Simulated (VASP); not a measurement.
Here is a VASP 6.6.1 calculation.

File POSCAR:

```
NaF
1.0
    3.8680646418      0.0000000000      0.0000000000
   -1.9340323209      3.3498422433      0.0000000000
    0.0000000000      0.0000000000      4.5513806497
Na F
2 2
Direct
    0.3333333333      0.6666666667     -0.0625000000
    0.6666666667      0.3333333333      0.4375000000
    0.3333333333      0.6666666667      0.4375000000
    0.6666666667      0.3333333333      0.9375000000
```

Contents of INCAR.step1:

```
SYSTEM = NaF
PREC = Accurate
ENCUT = 500
EDIFF = 1E-8
ISMEAR = 0
SIGMA = 0.01
LREAL = .False.
LASPH = .True.
NELM = 80
ALGO = Normal
LWAVE = .True.
LCHARG = .False.
GGA = PE
```

Contents of INCAR.step2:

```
SYSTEM = NaF
PREC = Accurate
ENCUT = 500
EDIFF = 1E-8
ISMEAR = 0
SIGMA = 0.01
LREAL = .False.
LASPH = .True.
NELM = 1
ALGO = Exact
LWAVE = .True.
LCHARG = .False.
GGA = PE
NBANDS = 192
LOPTICS = .True.
ISTART = 1
```

File INCAR.step3:

```
SYSTEM = NaF
PREC = Accurate
ENCUT = 500
EDIFF = 1E-8
ISMEAR = 0
SIGMA = 0.01
LREAL = .False.
LASPH = .True.
ALGO = EVGW0
LWAVE = .False.
LCHARG = .False.
GGA = PE
NELMGW = 1
NBANDS = 192
ENCUTGW = 120.0
NOMEGA = 48
PRECFOCK = Fast
ISTART = 1
NBANDSGW = 24
```

The input KPOINTS:

```
regular mesh
0
Gamma
  6 6 4
  0 0 0
```

Potentials or basis: VASP PAW PBE potentials, release 64 (Na_sv_GW, F_GW).

Launch:

```bash
$ cat potpaw_PBE.64/Na_sv_GW/POTCAR potpaw_PBE.64/F_GW/POTCAR > POTCAR
$ cp INCAR.step1 INCAR
$ mpirun -np 1 vasp_std > vasp.out
$ cp INCAR.step2 INCAR
$ mpirun -np 1 vasp_std > vasp.out
$ cp INCAR.step3 INCAR
$ mpirun -np 1 vasp_std > vasp.out
```

Q: Predict the quasiparticle gap.

A: 9.79 eV.

Q: What does it give for the least direct quasiparticle gap?

A: 9.79 eV.

Q: Predict the band gap of the starting levels on the mesh.

A: 5.69 eV.

Q: What does it give for the least direct gap of the starting levels on the mesh?

A: 5.69 eV.

Caveat: bands, screening cutoff and mesh are small and nothing is extrapolated, so the quasiparticle values aren't converged.
